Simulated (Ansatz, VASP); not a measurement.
## Two plane-wave programs on MgHgO2

```xyz
4
Lattice="3.3878 0.0000 0.0000 0.0000 3.3878 0.0000 0.0000 0.0000 5.0395" Properties=species:S:1:pos:R:3 pbc="T T T"
Mg    0.0000    0.0000    0.0000
O     0.0000    1.6939    1.0196
O     1.6939    0.0000    4.0199
Hg    1.6939    1.6939    2.5197
```

Alike in both runs: task single point; functional PBE; k mesh 6 × 6 × 4; occupations methfessel-paxton of order 1, width 0.2 eV; no spin polarisation.

|  | VASP | Ansatz |
| --- | --- | --- |
| version | VASP 6.6.1 | Ansatz 0.2.0 |
| potentials or method | VASP PAW PBE potentials, release 64 (Mg_sv, O, Hg_sv_GW) | plane waves |
| plane-wave cutoff (eV) | 750 | 420 |
| valence electrons in the cell | 42 | 42 |

```tsv
	VASP	Ansatz	Ansatz less VASP
pressure (GPa)	3.6	3.9	+0.25
rms of the force components (eV/Å)	0.019	0.025	+0.0064
```

Neither program's run includes spin-orbit coupling.
